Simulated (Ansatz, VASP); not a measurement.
# Two plane-wave programs on MgO

```
Mg O
1.0
     0.00000    2.12988    2.12988
     2.12988    0.00000    2.12988
     2.12988    2.12988    0.00000
Mg O
1 1
Direct
  0.00000 0.00000 0.00000
  0.50000 0.50000 0.50000
```

Alike in both runs: task single point; functional r2SCAN; k mesh 8 × 8 × 8; occupations gaussian, width 0.05 eV; no spin polarisation.

|  | VASP | Ansatz |
| --- | --- | --- |
| version | VASP 6.6.1 | Ansatz 0.2.0 |
| potentials or method | VASP PAW PBE potentials, release 64 (Mg_sv, O), cutoff 750 eV | scalar-relativistic, plane waves, PAW |
| valence electrons in the cell | 16 | 16 |

```csv
,VASP,Ansatz,Ansatz less VASP
gap on the k mesh at the Fermi level (eV),5.32,5.29,-0.021
least direct gap on the mesh (eV),5.32,5.29,-0.021
pressure (GPa),-6.0,-6.0,-0.05
```

VASP's potentials were made for PBE, not for r2SCAN.
